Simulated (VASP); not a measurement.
Wanted: the native input for a VASP 6.6.1 run.

```yaml
Task: single point
Functional: PBE
Potentials_or_basis: VASP PAW PBE potentials, release 64 (Ga_d, Te, As)
Cutoff: 520 eV
k_mesh: 4 × 4 × 4
Occupations: gaussian, width 0.1 eV
Spin: no spin polarisation
Dipole_correction: no
Further_INCAR_settings: ALGO = Fast; EDIFF = 1e-07; NBANDS = 40
```

The structure of Ga4TeAs lies in POSCAR:

```
Ga4TeAs
1.0
    5.1512473100      0.0000000000      0.0000000000
    0.0000000000      5.1512473100      0.0000000000
    0.0000000000      0.0000000000      7.6624392200
Ga Te As
4 1 1
Direct
    0.5000000000      0.0000000000      0.0000000000
    0.0000000000      0.5000000000      0.0000000000
    0.0000000000      0.0000000000      0.3391636749
    0.0000000000      0.0000000000      0.6608363251
    0.5000000000      0.5000000000      0.5000000000
    0.0000000000      0.0000000000      0.0000000000
```

One way to write it, as run:

INCAR

```
SYSTEM = Ga4TeAs
ALGO = Fast
EDIFF = 1E-7
ENCUT = 520
GGA = PE
ISIF = 2
ISMEAR = 0
LASPH = .TRUE.
LCHARG = .FALSE.
LREAL = .FALSE.
LWAVE = .FALSE.
NBANDS = 40
NELM = 80
PREC = Accurate
SIGMA = 0.1
```

KPOINTS

```
k-points
0
G
  4 4 4
  0 0 0
```

Potentials or basis: VASP PAW PBE potentials, release 64 (Ga_d, Te, As).

Run with:

```bash
$ cat potpaw_PBE.64/Ga_d/POTCAR potpaw_PBE.64/Te/POTCAR potpaw_PBE.64/As/POTCAR > POTCAR
$ mpirun -np 1 vasp_std > vasp.out
```

It gave:

```
Pressure      : 0.0 GPa
Largest force : 0.020 eV/Å
```

Run time: 2.4 min on 1 thread of Intel(R) Xeon(R) Platinum 8488C (Sapphire Rapids), on a shared host, peak memory 0.38 GiB.
